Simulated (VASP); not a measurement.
Set up this calculation in VASP 6.6.1, as the native input.

| Quantity | Value |
| --- | --- |
| Task | single point |
| Functional | PBE |
| Potentials or basis | VASP PAW PBE potentials, release 64 (O, C, H, Si) |
| Cutoff | 520 eV |
| k mesh | 1 × 1 × 1 |
| Occupations | fermi-dirac, width 0.02 eV |
| Spin | no spin polarisation |
| Dipole correction | no |
| Further INCAR settings | ALGO = Normal; EDIFF = 1e-06; NBANDS = 60 |

The structure of SiH6CO2 lies in POSCAR:

```
SiH6CO2
1.0
    8.1855030000      0.0000000000      0.0000000000
    0.0000000000      8.1855030000      0.0000000000
    0.0000000000      0.0000000000      8.1855030000
O C H Si
6 3 18 3
Direct
    0.4654570403      0.5600266715     -0.0623907902
    0.6700504538      0.7540037552     -0.0220267466
    0.7759694181      0.4713821496      0.3883573190
    0.9308896472      0.2883512473      0.5265039913
    0.0090159395      1.0265832167     -0.0229063504
    0.1102192498      0.7622378246     -0.0610469509
    0.6179094919      0.6169321543      0.0013438392
    0.8321418977      0.3928775055      0.5310608279
    0.0273532366      0.8629402494      0.0051921061
    0.4230039376      0.6496240976     -0.1337242195
    0.6630502731      0.5272369945      0.0869341811
    0.8216966019      0.4071466347      0.2940198055
    0.7842157043      0.4426850738      0.6449573105
    0.0813022731      1.0493918333     -0.1187709540
   -0.0656160043      0.8228571903      0.0961333714
    0.5554698349      0.2089914328      0.9945143261
    0.6350984173      0.0985400653      0.7145559656
    0.4158449395     -0.0045079698      0.8872881728
    0.4107383505      0.2608025432      0.7556896626
    0.2565999915      0.8488788044      0.4390933581
   -0.0205729568      0.7892856432      0.4000365036
    0.1480788658      0.6070976945      0.5857306509
    0.0528739651      0.8883388107      0.6628303722
    0.4359903112      0.4302484527      0.4038847704
    0.2229673607      0.2406816050      0.4789565162
    0.2600084564      0.3212997418      0.1892003460
    0.4421841883      0.1419460722      0.3028769277
    0.5081789109      0.1405167160      0.8383113414
    0.1112088042      0.7782417281      0.5164251971
    0.3421781166      0.2776249670      0.3482009597
```

These files were run (other wordings do the same):

INCAR

```
PREC = Accurate
ENCUT = 520
EDIFF = 1E-6
ISMEAR = -1
SIGMA = 0.02
LREAL = False
LASPH = True
NELM = 120
ALGO = Normal
ISIF = 2
LWAVE = False
LCHARG = True
GGA = PE
LELF = True
LVHAR = True
NBANDS = 60
GGA_COMPAT = False
```

KPOINTS

```
Automatic mesh
0
Gamma
  1 1 1
```

Potentials or basis: VASP PAW PBE potentials, release 64 (O, C, H, Si).

Run with:

```sh
$ cat potpaw_PBE.64/O/POTCAR potpaw_PBE.64/C/POTCAR potpaw_PBE.64/H/POTCAR potpaw_PBE.64/Si/POTCAR > POTCAR
$ mpirun -np 1 vasp_gam > vasp.out
```

Results of the run:

```
Pressure      : 0.2 GPa
Largest force : 3.035 eV/Å
```

Caveat: the k points lie up to 0.77 Å⁻¹ apart; the atoms stand as in a frame of molecular dynamics.

Run time: 40 s on 1 thread of Intel(R) Xeon(R) 6975P-C (Granite Rapids), on a shared host, peak memory 0.59 GiB.
